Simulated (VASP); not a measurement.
# TaBi (rocksalt type) (Fm-3m) in VASP: further runs

Runs on TaBi (rocksalt type). Level: PBE. Tasks: relaxation of cell and atoms, single point.

Everything below comes from runs of VASP 6.6.1. Logs are shortened: lines on timing, memory, paths and dates and some standing lists are left out, and cuts for length are marked.

**1. The cell of the first run**

Symmetry: Fm-3m, No. 225, cubic system. The conventional cell has a = 4.825 Å, b = 4.825 Å, c = 4.825 Å, α = 90.00°, β = 90.00°, γ = 90.00°. Ta (site symmetry m-3m) has 6 Bi at 2.41 Å within 3.2 Å. Within 3.2 Å of Bi (site symmetry m-3m) lie 6 Ta at 2.41 Å.

**2. Relaxation of cell and atoms, PBE, target pressure 200 GPa, at which the enthalpy is minimised**

INCAR

```
ALGO = Normal
EDIFF = 1E-6
EDIFFG = -0.005
ENCUT = 600
GGA = PE
IBRION = 2
ISIF = 3
ISMEAR = -1
LASPH = True
LCHARG = False
LREAL = False
LWAVE = False
NELM = 80
NSW = 32
PREC = Accurate
PSTRESS = 2000.0
SIGMA = 0.1
```

KPOINTS

```
k-points
0
Gamma
  13 13 13
```

POSCAR

```
TaBi
1.0
    0.0000000000      2.4126124921      2.4126124921
    2.4126124921      0.0000000000      2.4126124921
    2.4126124921      2.4126124921      0.0000000000
Ta Bi
1 1
Direct
    0.0000000000      0.0000000000      0.0000000000
    0.5000000000      0.5000000000      0.5000000000
```

Potentials or basis: VASP PAW PBE potentials, release 64 (Ta_pv, Bi_d).

Command:

```sh
> cat potpaw_PBE.64/Ta_pv/POTCAR potpaw_PBE.64/Bi_d/POTCAR > POTCAR
> mpirun -np 1 vasp_std > vasp.out
```

OUTCAR:

```text
EDIFF = 1E-6
   EDIFFG = -0.005
   ENCUT = 600
   GGA = PE
   IBRION = 2
   ISIF = 3
   ISMEAR = -1
   LASPH = True
   LREAL = False
   NELM = 80
   NSW = 32
   PREC = Accurate
   PSTRESS = 2000.0

 ion  position               nearest neighbor table
   1  0.000  0.000  0.000-   2 2.41   2 2.41   2 2.41   2 2.41   2 2.41   2 2.41
   2  0.500  0.500  0.500-   1 2.41   1 2.41   1 2.41   1 2.41   1 2.41   1 2.41

  LATTYP: Found a face centered cubic cell.
 ALAT       =     4.8252249842

  Lattice vectors:

 A1 = (   0.0000000000,   2.4126124921,   2.4126124921)
 A2 = (   2.4126124921,   0.0000000000,   2.4126124921)
 A3 = (   2.4126124921,   2.4126124921,   0.0000000000)

Analysis of symmetry for initial positions (statically):
=====================================================================
 Subroutine PRICEL returns:
 Original cell was already a primitive cell.

 Routine SETGRP: Setting up the symmetry group for a
 face centered cubic supercell.

 Subroutine GETGRP returns: Found 48 space group operations
 (whereof 48 operations were pure point group operations)
 out of a pool of 48 trial point group operations.

The static configuration has the point symmetry O_h .

Analysis of symmetry for dynamics (positions and initial velocities):
=====================================================================
 Subroutine PRICEL returns:
 Original cell was already a primitive cell.

 Routine SETGRP: Setting up the symmetry group for a
 face centered cubic supercell.

 Subroutine GETGRP returns: Found 48 space group operations
 (whereof 48 operations were pure point group operations)
 out of a pool of 48 trial point group operations.

The dynamic configuration has the point symmetry O_h .

 Subroutine INISYM returns: Found 48 space group operations
 (whereof 48 operations are pure point group operations),
 and found     1 'primitive' translations

----------------------------------------------------------------------------------------

                                     Primitive cell

  volume of cell :      28.0862

  direct lattice vectors                    reciprocal lattice vectors
     0.000000000  2.412612492  2.412612492    -0.207244222  0.207244222  0.207244222
     2.412612492  0.000000000  2.412612492     0.207244222 -0.207244222  0.207244222
     2.412612492  2.412612492  0.000000000     0.207244222  0.207244222 -0.207244222

  length of vectors
     3.411949307  3.411949307  3.411949307     0.358957523  0.358957523  0.358957523

  position of ions in fractional coordinates (direct lattice)
     0.000000000  0.000000000  0.000000000
     0.500000000  0.500000000  0.500000000

  ion indices of the primitive-cell ions
   primitive index   ion index
                 1           1
                 2           2

----------------------------------------------------------------------------------------

 KPOINTS: k-points

Automatic generation of k-mesh.
 Grid dimensions read from file:
 generate k-points for:   13   13   13

 Generating k-lattice:

  Cartesian coordinates                     Fractional coordinates (reciprocal lattice)
    -0.015941863  0.015941863  0.015941863     0.076923077  0.000000000  0.000000000
     0.015941863 -0.015941863  0.015941863     0.000000000  0.076923077  0.000000000
     0.015941863  0.015941863 -0.015941863     0.000000000  0.000000000  0.076923077

  Length of vectors
     0.027612117  0.027612117  0.027612117

  Shift w.r.t. Gamma in fractional coordinates (k-lattice)
     0.000000000  0.000000000  0.000000000

 Subroutine IBZKPT returns following result:
 ===========================================

 Found     84 irreducible k-points:

 Following reciprocal coordinates:
            Coordinates               Weight
  0.000000  0.000000  0.000000      1.000000
  0.076923  0.000000  0.000000      8.000000
  0.153846  0.000000  0.000000      8.000000
  0.230769  0.000000  0.000000      8.000000
  0.307692  0.000000  0.000000      8.000000
  0.384615  0.000000  0.000000      8.000000
[... 16 lines left out ...]
  0.384615  0.153846  0.000000     24.000000
  0.461538  0.153846  0.000000     24.000000
 [... further k-points ...]
   k-points           NKPTS =     84   k-points in BZ     NKDIM =     84   number of bands    NBANDS=     17
   number of dos      NEDOS =    301   number of ions     NIONS =      2
   total plane-waves  NPLWV =  21952
   dimension x,y,z NGX =    28 NGY =   28 NGZ =   28
   dimension x,y,z NGXF=    56 NGYF=   56 NGZF=   56
   ions per type =               1   1
   NGX,Y,Z   is equivalent  to a cutoff of  13.64, 13.64, 13.64 a.u.
   NGXF,Y,Z  is equivalent  to a cutoff of  27.29, 27.29, 27.29 a.u.
 SYSTEM =  unknown system
   PREC   = accura    normal or accurate (medium, high low for compatibility)
   ISTART =      0    job   : 0-new  1-cont  2-samecut
   ICHARG =      2    charge: 1-file 2-atom 10-const
   ISPIN  =      1    spin polarized calculation?
   LNONCOLLINEAR =      F non collinear calculations
   LSORBIT =      F    spin-orbit coupling
   LASPH  =      T    aspherical Exc in radial PAW
   ENCUT  =  600.0 eV  44.10 Ry    6.64 a.u.   6.81  6.81  6.81*2*pi/ulx,y,z
   NELM   =     80;   NELMIN=  2; NELMDL= -5     # of ELM steps
   EDIFF  = 0.1E-05   stopping-criterion for ELM
   LREAL  =      F    real-space projection
   EDIFFG = -.5E-02   stopping-criterion for IOM
   NSW    =     32    number of steps for IOM
   IBRION =      2    ionic relax: 0-MD 1-quasi-New 2-CG
   NFREE  =      1    steps in history (QN), initial steepest desc. (CG)
   ISIF   =      3    stress and relaxation
   ISYM   =      2    0-nonsym 1-usesym 2-fastsym
   POTIM  = 0.5000    time-step for ionic-motion
   TEBEG  =    0.0;   TEEND  =   0.0 temperature during run
   PSTRESS= 2000.0 pullay stress
   NELECT =      26.0000    total number of electrons
   NUPDOWN=      -1.0000    fix difference up-down
   EMIN   =  10.00;   EMAX   =-10.00  energy-range for DOS
   EFERMI =   0.00;   METHOD = LEGACY
   ISMEAR =    -1;   SIGMA  =   0.10  broadening in eV -4-tet -1-fermi 0-gaus
   EFERMI_NEDOS =   21; number of points for ismear=-14 and -15
   IALGO  =     38    algorithm
   IMIX   =      4    mixing-type and parameters
     AMIX     =   0.40;   BMIX     =  1.00
     AMIX_MAG =   1.60;   BMIX_MAG =  1.00
  volume/ion in A,a.u.               =      14.04        94.77
  Fermi-wavevector in a.u.,A,eV,Ry     =   1.595518  3.015092 34.636048  2.545678
  Thomas-Fermi vector in A             =   2.693424
   LORBIT       =      0    0 simple, 1 ext, 2 COOP (PROOUT), +10 PAW based schemes
   GGA     = PE    functional components
   LHFCALC =     F    Hartree Fock is set to
   AEXX    =    0.0000 exact exchange contribution
   IVDW    =     0    specifies the selected vdW correction
   LEPSILON=     F    determine dielectric tensor
   LRPA    =     F    only Hartree local field effects (RPA)
 conjugate gradient relaxation of ions
 non-spin polarized calculation
  energy-cutoff  :      600.00
  volume of cell :       28.09
 maximum number of plane-waves:       952
   NGX = 13   NGY = 13   NGZ = 13

--------------------------------------- Ionic step        1  -------------------------------------------

 number of electron      25.9999997 magnetization

 Free energy of the ion-electron system (eV)
  ---------------------------------------------------
  ext. energy  EPLUGINS =         0.00000000
  ---------------------------------------------------
  free energy    TOTEN  =        -5.48224820 eV

  energy without entropy =       -5.43236433  energy(sigma->0) =       -5.45730626

------------------------ aborting loop because EDIFF is reached ----------------------------------------

  FORCE on cell =-STRESS in cart. coord.  units (eV):
  Direction    XX          YY          ZZ          XY          YZ          ZX
  --------------------------------------------------------------------------------------
  -------------------------------------------------------------------------------------
  Total       35.3462931     35.3462931     35.3462931     -0.0000000     -0.0000000      0.0000000
  in kB     2016.3306163   2016.3306163   2016.3306163     -0.0000000     -0.0000000      0.0000000
  external PRESSURE =      16.3306163 kB  Pullay stress =    2000.0000000 kB

 VOLUME and BASIS-vectors are now :
 -----------------------------------------------------------------------------
  energy-cutoff  :      600.00
  volume of cell :       28.09
      direct lattice vectors                 reciprocal lattice vectors
     0.000000000  2.412612492  2.412612492    -0.207244222  0.207244222  0.207244222
     2.412612492  0.000000000  2.412612492     0.207244222 -0.207244222  0.207244222
     2.412612492  2.412612492  0.000000000     0.207244222  0.207244222 -0.207244222
[... 46 lines left out ...]
  FREE ENERGIE OF THE ION-ELECTRON SYSTEM (eV)
  ---------------------------------------------------
  free  energy   TOTEN  =        -6.1899183404 eV

  energy  without entropy=       -6.1392588175  energy(sigma->0) =       -6.16458858

  enthalpy is  TOTEN    =        29.6014312716 eV   P V=       35.7913496120

--------------------------------------- Ionic step        3  -------------------------------------------

 number of electron      25.9999997 magnetization

 Free energy of the ion-electron system (eV)
  ---------------------------------------------------
  ext. energy  EPLUGINS =         0.00000000
  ---------------------------------------------------
  free energy    TOTEN  =        -5.55512175 eV

  energy without entropy =       -5.50515742  energy(sigma->0) =       -5.53013958

 E-fermi :  15.5326     XC(G=0): -14.2166

 val. band max:       15.4880551078   @ k =  -0.4615   0.1538   0.0000
 cond. band min:      15.5691807519   @ k =  -0.3077   0.3846   0.1538
 fundamental gap:      0.0811256440
 Fermi energy:        15.5325571239

 k-point     1 :       0.0000    0.0000    0.0000
  band No.  band energies     occupation
      1     -19.3840      2.00000
      2     -19.3840      2.00000
      3     -19.3840      2.00000
      4      -9.5522      2.00000
      5      -9.5522      2.00000
      6      -9.1915      2.00000
[... 9 lines left out ...]
     16      18.4262      0.00000
     17      18.4262      0.00000
[... 441 lines left out ...]
 k-point    24 :       0.4615    0.1538    0.0000
  band No.  band energies     occupation
      1     -19.8629      2.00000
      2     -19.6472      2.00000
      3     -19.6077      2.00000
      4      -9.0852      2.00000
      5      -9.0089      2.00000
      6      -8.9389      2.00000
[... 9 lines left out ...]
     16      20.9927      0.00000
     17      22.6647      0.00000

 [... further k-points ...]
[... 5 lines left out ...]
  --------------------------------------------------------------------------------------
  -------------------------------------------------------------------------------------
  Total       35.1331821     35.1331821     35.1331821      0.0000000     -0.0000000     -0.0000000
  in kB     2000.0330320   2000.0330320   2000.0330320      0.0000000     -0.0000000     -0.0000000
  external PRESSURE =       0.0330320 kB  Pullay stress =    2000.0000000 kB

 VOLUME and BASIS-vectors are now :
 -----------------------------------------------------------------------------
  energy-cutoff  :      600.00
  volume of cell :       28.14
      direct lattice vectors                 reciprocal lattice vectors
    -0.000000000  2.414276284  2.414276284    -0.207101401  0.207101401  0.207101401
     2.414276284 -0.000000000  2.414276284     0.207101401 -0.207101401  0.207101401
     2.414276284  2.414276284  0.000000000     0.207101401  0.207101401 -0.207101401

 POSITION                                       TOTAL-FORCE (eV/Angst)
 -----------------------------------------------------------------------------------
      0.00000     -0.00000      0.00000         0.000000      0.000000      0.000000
      2.41428      2.41428      2.41428        -0.000000     -0.000000     -0.000000
 -----------------------------------------------------------------------------------
    total drift:                                0.000000      0.000000      0.000000

  FREE ENERGIE OF THE ION-ELECTRON SYSTEM (eV)
  ---------------------------------------------------
  free  energy   TOTEN  =        -5.5551217461 eV

  energy  without entropy=       -5.5051574173  energy(sigma->0) =       -5.53013958

  enthalpy is  TOTEN    =        29.5774800715 eV   P V=       35.1326018176

 reached required accuracy - stopping structural energy minimisation
```

Run time: 42 s. Hardware: 1 thread of Intel Xeon 6975P-C (Granite Rapids), shared host; peak memory 0.2 GiB.

What came out:

- Free energy: -5.5551 eV
- Relaxed volume: 14.07 Å³/atom
- Relaxed cell: a = 3.414 Å, b = 3.414 Å, c = 3.414 Å, α = 60.00°, β = 60.00°, γ = 60.00°
- Space group after relaxing (to 0.05 Å): Fm-3m (No. 225)
- Energy change on relaxing (the enthalpy is what falls): -36.4 meV/atom
- Ionic steps: 3
- Pressure after relaxing: 200.0 GPa
- Band gap on the k mesh: zero (band 13 reaches 16.16 eV, above the bottom of band 14 at 14.61 eV)

The path:
```csv
step,energy change (eV),largest force (eV/Å),pressure (GPa),volume (Å³)
1,0.0000,0.0000,201.63,28.09
2,-0.7077,0.0000,185.67,28.67
3,-0.0729,0.0000,200.00,28.14
```

Final structure:
```yaml
crystal:
  lattice:
    - [0.00000, 2.41428, 2.41428]
    - [2.41428, 0.00000, 2.41428]
    - [2.41428, 2.41428, 0.00000]
  atoms:
    - { symbol: Ta, position: [0.00000, 0.00000, 0.00000] }
    - { symbol: Bi, position: [0.50000, 0.50000, 0.50000] }
```

Levels at points of the mesh, in eV from the Fermi level:
```csv
k point,band 10,band 11,band 12,band 13,band 14,band 15,band 16,band 17
"(0.00, 0.00, 0.00)",-1.90,-1.90,-1.90,0.45,0.45,2.89,2.89,2.89
```

Caveat: the cell is relaxed towards a set pressure, so the enthalpy falls and the energy may rise; spin-orbit coupling is left out, which moves the levels of the heavy elements.

**3. Relaxation of cell and atoms, PBE, target pressure 200 GPa, at which the enthalpy is minimised**

This run uses another cell than the first one, of 14.11 Å³/atom, 1.005 times its volume.

INCAR

```
SYSTEM = TaBi
ALGO = Normal
EDIFF = 1E-6
EDIFFG = -0.005
ENCUT = 600
GGA = PE
IBRION = 2
ISIF = 3
ISMEAR = -1
LASPH = .True.
LCHARG = .False.
LREAL = .False.
LWAVE = .False.
NELM = 80
NSW = 60
PREC = Accurate
PSTRESS = 2000.0
SIGMA = 0.1
```

KPOINTS

```
k-points
0
Gamma
  13 13 13
  0 0 0
```

POSCAR

```
TaBi
1.0
    0.0000000000      2.4165584734      2.4165584734
    2.4165584734      0.0000000000      2.4165584734
    2.4165584734      2.4165584734      0.0000000000
Ta Bi
1 1
Direct
    0.0000000000      0.0000000000      0.0000000000
    0.5000000000      0.5000000000      0.5000000000
```

Potentials or basis: VASP PAW PBE potentials, release 64 (Ta_pv, Bi_d).

Command:

```sh
> cat potpaw_PBE.64/Ta_pv/POTCAR potpaw_PBE.64/Bi_d/POTCAR > POTCAR
> mpirun -np 1 vasp_std > vasp.out
```

Run time: 47 s. Hardware: 1 thread of Intel Xeon 6975P-C (Granite Rapids), shared host; peak memory 0.2 GiB.

Results (log left out):

| Property | Result |
| --- | --- |
| Free energy | -5.5557 eV |
| Relaxed volume | 14.07 Å³/atom |
| Relaxed cell | a = 3.414 Å, b = 3.414 Å, c = 3.414 Å, α = 60.00°, β = 60.00°, γ = 60.00° |
| Space group after relaxing (to 0.05 Å) | Fm-3m (No. 225) |
| Energy change on relaxing (the enthalpy is what falls) | +49.3 meV/atom |
| Ionic steps | 3 |
| Pressure after relaxing | 200.0 GPa |
| Band gap on the k mesh | zero (band 13 reaches 16.16 eV, above the bottom of band 14 at 14.61 eV) |

The path:
| step | energy change (eV) | largest force (eV/Å) | pressure (GPa) | volume (Å³) |
| --- | --- | --- | --- | --- |
| 1 | 0.0000 | 0.0000 | 197.75 | 28.22 |
| 2 | 1.0465 | 0.0000 | 221.43 | 27.42 |
| 3 | 0.0986 | 0.0000 | 199.97 | 28.14 |

Final structure:
```
CELL_PARAMETERS angstrom
0.00000 2.41429 2.41429
2.41429 0.00000 2.41429
2.41429 2.41429 0.00000
ATOMIC_POSITIONS crystal
Ta 0.00000 0.00000 0.00000
Bi 0.50000 0.50000 0.50000
```

Levels at points of the mesh, in eV from the Fermi level:
```csv
k point,band 11,band 12,band 13,band 14,band 15,band 16
"(0.00, 0.00, 0.00)",-1.90,-1.90,0.45,0.45,2.89,2.89
```

Caveat: the cell is relaxed towards a set pressure, so the enthalpy falls and the energy may rise; spin-orbit coupling is left out, which moves the levels of the heavy elements.

**4. Single point, PBE (volume scaled by 0.57, to set the pressure)**

INCAR

```
SYSTEM = TaBi
  PREC = Accurate
  ENCUT = 520
  EDIFF = 1E-6
  ISMEAR = -1
  SIGMA = 0.1
  LREAL = .FALSE.
  LASPH = .TRUE.
  NELM = 80
  ALGO = Normal
  ISIF = 2
  LWAVE = .FALSE.
  LCHARG = .FALSE.
  GGA = PE
  NBANDS = 20
```

KPOINTS

```
Automatic mesh
0
G
  13 13 13
  0 0 0
```

POSCAR is that of step 3.

Command:

```sh
> cat potpaw_PBE.64/Ta_pv/POTCAR potpaw_PBE.64/Bi_d/POTCAR > POTCAR
> mpirun -np 1 vasp_std > vasp.out
```

It took 29 s on 1 thread of AMD EPYC 9R45 (Zen 5), shared host; peak memory 0.16 GiB.

It converged, with:

- Free energy: -5.6538 eV
- Pressure: 197.7 GPa
- Band gap on the k mesh: zero (band 13 reaches 16.11 eV, above the bottom of band 14 at 14.56 eV)

Levels at points of the mesh, in eV from the Fermi level:
| k point | band 10 | band 11 | band 12 | band 13 | band 14 | band 15 | band 16 | band 17 |
| --- | --- | --- | --- | --- | --- | --- | --- | --- |
| (0.00, 0.00, 0.00) | -1.90 | -1.90 | -1.90 | 0.44 | 0.44 | 2.87 | 2.87 | 2.87 |

Caveat: the cell differs from its parent crystal (volume scaled by 0.57, to set the pressure); spin-orbit coupling is left out, which moves the levels of the heavy elements.

**5. Single point, PBE**

INCAR

```
PREC = Accurate ; ENCUT = 520
EDIFF = 1E-6 ; ISMEAR = -1
SIGMA = 0.1 ; LREAL = False
LASPH = True ; NELM = 100
ALGO = Normal ; ISIF = 2
LWAVE = False ; LCHARG = False
GGA = PE ; NBANDS = 20
```

KPOINTS

```
Automatic mesh
0
Gamma
  13 13 13
```

POSCAR

```
TaBi
1.0
    0.0000000000      2.4126124921      2.4126124921
    2.4126124921      0.0000000000      2.4126124921
    2.4126124921      2.4126124921      0.0000000000
Ta Bi
1 1
Direct
    0.0000000000      0.0000000000      0.0000000000
    0.5000000000      0.5000000000      0.5000000000
```

Command:

```sh
> cat potpaw_PBE.64/Ta_pv/POTCAR potpaw_PBE.64/Bi_d/POTCAR > POTCAR
> mpirun -np 1 vasp_std > vasp.out
```

Wall time 30 s (1 thread of AMD EPYC 9R45 (Zen 5), shared host); peak memory 0.16 GiB.

The run converged. Its results:

- Free energy: -5.4817 eV
- Pressure: 201.6 GPa
- Band gap on the k mesh: zero (band 13 reaches 16.20 eV, above the bottom of band 14 at 14.64 eV)

Levels at points of the mesh, in eV from the Fermi level:
| k point | band 10 | band 11 | band 12 | band 13 | band 14 | band 15 | band 16 | band 17 |
| --- | --- | --- | --- | --- | --- | --- | --- | --- |
| (0.00, 0.00, 0.00) | -1.91 | -1.91 | -1.91 | 0.46 | 0.46 | 2.91 | 2.91 | 2.91 |

Caveat: spin-orbit coupling is left out, which moves the levels of the heavy elements.

**6. Single point, PBE**

INCAR

```
SYSTEM = TaBi
  PREC = Accurate
  ENCUT = 520
  EDIFF = 1E-6
  ISMEAR = -1
  SIGMA = 0.1
  LREAL = .FALSE.
  LASPH = .TRUE.
  NELM = 100
  ALGO = Normal
  ISIF = 2
  LWAVE = .FALSE.
  LCHARG = .FALSE.
  GGA = PE
  NBANDS = 20
```

KPOINTS

```
regular mesh
0
G
  13 13 13
  0 0 0
```

POSCAR

```
TaBi
1.0
    0.0000000000      2.4111168335      2.4111168335
    2.4111168335      0.0000000000      2.4111168335
    2.4111168335      2.4111168335      0.0000000000
Ta Bi
1 1
Direct
    0.0000000000      0.0000000000      0.0000000000
    0.5000000000      0.5000000000      0.5000000000
```

Potentials or basis: VASP PAW PBE potentials, release 64 (Ta_pv, Bi_d).

Command:

```sh
> cat potpaw_PBE.64/Ta_pv/POTCAR potpaw_PBE.64/Bi_d/POTCAR > POTCAR
> mpirun -np 1 vasp_std > vasp.out
```

Run time: 30 s. Hardware: 1 thread of AMD EPYC 9R45 (Zen 5), shared host; peak memory 0.16 GiB.

Results (log left out):

```yaml
Free_energy: -5.4158 eV
Pressure: 203.0 GPa
Band_gap_on_the_k_mesh: zero (band 13 reaches 16.23 eV, above the bottom of band 14 at 14.68 eV)
```

Levels at points of the mesh, in eV from the Fermi level:
```
           k point  band 11  band 12  band 13  band 14  band 15  band 16
(0.00, 0.00, 0.00)    -1.91    -1.91     0.47     0.47     2.92     2.92
```

Caveat: spin-orbit coupling is left out, which moves the levels of the heavy elements.

(Part 1 of 2 ends here.)
